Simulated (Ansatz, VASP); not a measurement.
# One calculation of Be, two programs

```
Be
1.0
     0.00000    2.43681    2.43681
     2.43681    0.00000    2.43681
     2.43681    2.43681    0.00000
Be
2
Cartesian
  -0.6092 -0.6092 -0.6092
  0.6092 0.6092 0.6092
```

Alike in both runs: functional PBEsol; k mesh 15 × 15 × 15; occupations fermi-dirac, width 0.05 eV; no spin polarisation.

Ansatz relaxed the structure, and its values are those at the end. VASP's run is a single point on that final structure, the one shown.

```csv
,VASP,Ansatz
version,VASP 6.6.1,Ansatz 0.2.0
potentials or method,"VASP PAW PBE potentials, release 64 (Be)","PAW with Ansatz's default frozen-core files, scalar-relativistic"
plane-wave cutoff (eV),600,420
valence electrons in the cell,4,4
```

|  | VASP | Ansatz | Ansatz less VASP |
| --- | --- | --- | --- |
| pressure (GPa) | 0.1 | 0.0 | -0.11 |

VASP's potentials were made for PBE, not for PBEsol.
